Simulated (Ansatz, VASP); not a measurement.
**Ni: VASP beside Ansatz**

```xyz
2
Lattice="2.8775 0.0000 0.0000 0.0000 2.8775 0.0000 0.0000 0.0000 2.8775" Properties=species:S:1:pos:R:3 pbc="T T T"
Ni    0.0000    0.0000    0.0000
Ni    1.4388    1.4388    1.4388
```

Alike in both runs: task single point; functional BLYP; k mesh 12 × 12 × 12; occupations fermi-dirac, width 0.05 eV; collinear spin.

|  | VASP | Ansatz |
| --- | --- | --- |
| version | VASP 6.6.1 | Ansatz 0.2.0 |
| potentials or method | VASP PAW PBE potentials, release 64 (Ni), cutoff 520 eV | plane waves (420 eV) with PAW, scalar-relativistic |
| valence electrons in the cell | 20 | 36 |

```tsv
	VASP	Ansatz	Ansatz less VASP
pressure (GPa)	-4.7	-4.8	-0.11
net moment per atom (μB)	0.54	0.55	+0.008
size of the moment on the site where the two differ most (μB)	0.55	0.58	+0.027
```

VASP's potentials were made for PBE, not for BLYP. Site moments also hang on the region over which each program counts them. The functional is the same, so the differences come from potentials, cutoffs and numerics. VASP's potentials hold 20 valence electrons a cell and Ansatz's 36, so a difference there can come from the potentials and not from the codes.
